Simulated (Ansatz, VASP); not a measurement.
# Ba2Os: VASP beside Ansatz

```
Os Ba
1.0
     0.00000    3.64751    0.00000
     3.64751    0.00000    0.00000
     1.82375    1.82375   -7.40539
Os Ba
1 2
Direct
  0.00000 0.00000 0.00000
  0.37972 0.37972 0.24057
  0.62028 0.62028 0.75943
```

Alike in both runs: functional PBEsol; k mesh 5 × 5 × 5; no spin polarisation.

Ansatz relaxed the structure, and its values are those at the end. VASP's run is a single point on that final structure, the one shown.

|  | VASP | Ansatz |
| --- | --- | --- |
| version | VASP 6.6.1 | Ansatz 0.2.0 |
| potentials or method | VASP PAW PBE potentials, release 64 (Os, Ba_sv), cutoff 520 eV | PAW plane waves |
| occupations | fermi-dirac, width 0.1 eV | fermi-dirac |
| valence electrons in the cell | 28 | 36 |

```csv
,VASP,Ansatz,Ansatz less VASP
gap on the k mesh at the Fermi level (eV),none,none,-
pressure (GPa),1.6,0.0,-1.62
rms of the force components (eV/Å),0.124,0.001,-0.1234
```

VASP's potentials were made for PBE, not for PBEsol. A gap of «none» marks a metal or a gap that the smearing closes. One of these differences is far larger than is usual between the two programs; its cause wasn't traced. VASP's potentials hold 28 valence electrons a cell and Ansatz's 36, so a difference there can come from the potentials and not from the codes. Ansatz's warnings: structure snapped to symmetry.

Neither program's run includes spin-orbit coupling.
